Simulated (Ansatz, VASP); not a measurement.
K2LiAsF6: VASP beside Ansatz

```
K Li As F
1.0
     0.00000    3.99434    3.99434
     3.99434    0.00000    3.99434
     3.99434    3.99434    0.00000
K Li As F
2 1 1 6
Cartesian
  5.9915 5.9915 5.9915
  1.9972 1.9972 1.9972
  3.9943 3.9943 3.9943
  0.0000 0.0000 0.0000
  2.0255 3.9943 3.9943
  3.9943 3.9943 2.0255
  5.9631 3.9943 3.9943
  3.9943 2.0255 3.9943
  3.9943 5.9631 3.9943
  3.9943 3.9943 5.9631
```

Alike in both runs: functional LDA; k mesh 6 × 6 × 6; occupations gaussian, width 0.02 eV; no spin polarisation.

Ansatz relaxed the structure, and its values are those at the end. VASP's run is a single point on that final structure, the one shown.

```csv
,VASP,Ansatz
version,VASP 6.6.1,Ansatz 0.2.0
potentials or method,"VASP PAW LDA potentials, release 64 (K_sv, Li_sv, As, F), cutoff 520 eV","scalar-relativistic, plane waves, PAW"
valence electrons in the cell,68,78
```

```tsv
	VASP	Ansatz	Ansatz less VASP
gap on the k mesh at the Fermi level (eV)	4.48	4.52	+0.034
least direct gap on the mesh (eV)	4.93	4.95	+0.028
rms of the force components (eV/Å)	0.015	0.000	-0.0150
```

LDA's correlation is that of Perdew and Zunger in VASP and of Perdew and Wang (1992) in Ansatz. VASP's potentials hold 68 valence electrons a cell and Ansatz's 78, so a difference there can come from the potentials and not from the codes.

Noted on VASP's run: the cutoff is short for stress, so the pressure is rough.
